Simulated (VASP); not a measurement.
Set up this calculation in VASP 6.6.1, as the native input.

```yaml
Task: single point
Functional: PBE
Potentials_or_basis: VASP PAW PBE potentials, release 64 (Al, N)
Cutoff: 520 eV
k_mesh: 12 × 12 × 4
Occupations: fermi-dirac, width 0.02 eV
Spin: no spin polarisation
Dipole_correction: no
Further_INCAR_settings: ALGO = Normal; EDIFF = 1e-06; NBANDS = 16
```

The structure of AlN lies in POSCAR:

```
AlN
1.0
    3.1130000000      0.0000000000      0.0000000000
   -1.5565000000      2.6959400000      0.0000000000
    0.0000000000      0.0000000000      4.9810000000
Al N
2 2
Direct
    0.3333333333      0.6666666667      0.0000000000
    0.6666666667      0.3333333333      0.5000000000
    0.3333333333      0.6666666667      0.3800000000
    0.6666666667      0.3333333333      0.8800000000
```

One way to write it, as run:

INCAR

```
SYSTEM = AlN
PREC = Accurate ; ENCUT = 520
EDIFF = 1E-6 ; ISMEAR = -1
SIGMA = 0.02 ; LREAL = .False.
LASPH = .True. ; NELM = 100
ALGO = Normal ; ISIF = 2
LWAVE = .False. ; LCHARG = .False.
GGA = PE ; NBANDS = 16
```

KPOINTS

```
Automatic mesh
0
Gamma
  12 12 4
  0 0 0
```

Potentials or basis: VASP PAW PBE potentials, release 64 (Al, N).

Launch:

```sh
$ cat potpaw_PBE.64/Al/POTCAR potpaw_PBE.64/N/POTCAR > POTCAR
$ mpirun -np 1 vasp_std > vasp.out
```

Results of the run:

* Pressure: 3.5 GPa
* Largest force: 0.129 eV/Å
* Band gap on the k mesh: 4.22 eV

Caveat: the cell stands under pressure.

It took 12 s on 1 thread of Intel(R) Xeon(R) 6975P-C (Granite Rapids) (shared host), peak memory 0.17 GiB.
